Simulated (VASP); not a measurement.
Crystal: Si2B.

```xyz
3
Lattice="3.0372 -3.4863 0.0000 3.0372 3.4863 0.0000 0.0000 0.0000 2.9800" Properties=species:S:1:pos:R:3 pbc="T T T"
Si    1.5186    1.7432    0.0000
Si    1.5186   -1.7432    0.0000
B     3.0372    0.0000    0.0000
```

The cell was generated, and may not be a known phase.

| Quantity | Value |
| --- | --- |
| Program | VASP 6.6.1 |
| Task | relaxation of cell and atoms |
| Functional | PBE |
| Potentials or basis | VASP PAW PBE potentials, release 64 (Si, B) |
| Cutoff | 600 eV |
| k mesh | 4 × 4 × 6 |
| Occupations | gaussian, width 0.1 eV |
| Spin | no spin polarisation |

At the start: pressure -16.6 GPa; volume 21.04 Å³/atom.

Where does the relaxation end?

Over 22 steps the energy falls by 645.3 meV/atom and the volume is 13.74 Å³/atom (-34.7 %); space group Cmmm (No. 65, to 0.1 Å) before and after.

Step by step:
```
step  energy change (eV)  largest force (eV/Å)  pressure (GPa)  volume (Å³)
   1              0.0000                0.0000          -16.63        63.11
   2             -1.5522                0.0000           -7.01        45.18
   3             -1.6606                0.0000            3.09        40.65
   4             -1.5316                0.0000           18.95        36.98
   5             -1.8421                0.0000            6.94        39.11
   6             -1.8453                0.0000            7.80        38.88
   7             -1.8924                0.0000           -3.33        42.36
   8             -1.9069                0.0000           -0.03        41.15
   9             -1.9122                0.0000           -0.26        41.22
  10             -1.9265                0.0000           -0.87        41.41
  11             -1.9265                0.0000           -0.97        41.45
  12             -1.9267                0.0000           -0.93        41.43
  13             -1.9279                0.0000           -0.92        41.43
  14             -1.9303                0.0000           -0.86        41.42
  15             -1.9325                0.0000           -0.69        41.39
  16             -1.9332                0.0000            0.03        41.31
  17             -1.9343                0.0000           -0.52        41.36
  18             -1.9340                0.0000           -0.17        41.33
  19             -1.9344                0.0000           -0.40        41.35
  20             -1.9352                0.0000           -0.35        41.31
  21             -1.9360                0.0000           -0.17        41.23
  22             -1.9360                0.0000           -0.10        41.21
```

Final structure:
```cif
data_structure
_symmetry_space_group_name_H-M 'P 1'
_symmetry_Int_Tables_number 1
_cell_length_a 4.2174
_cell_length_b 4.2174
_cell_length_c 2.4119
_cell_angle_alpha 90.000
_cell_angle_beta 90.000
_cell_angle_gamma 106.149
_cell_volume 41.21
loop_
_atom_site_label
_atom_site_type_symbol
_atom_site_fract_x
_atom_site_fract_y
_atom_site_fract_z
_atom_site_occupancy
Si1 Si 0.00000 0.50000 0.00000 1
Si2 Si 0.50000 0.00000 0.00000 1
B1 B 0.50000 0.50000 0.00000 1
```

Caveat: the volume moved by over 15 % at a fixed basis, so the end points are rough.
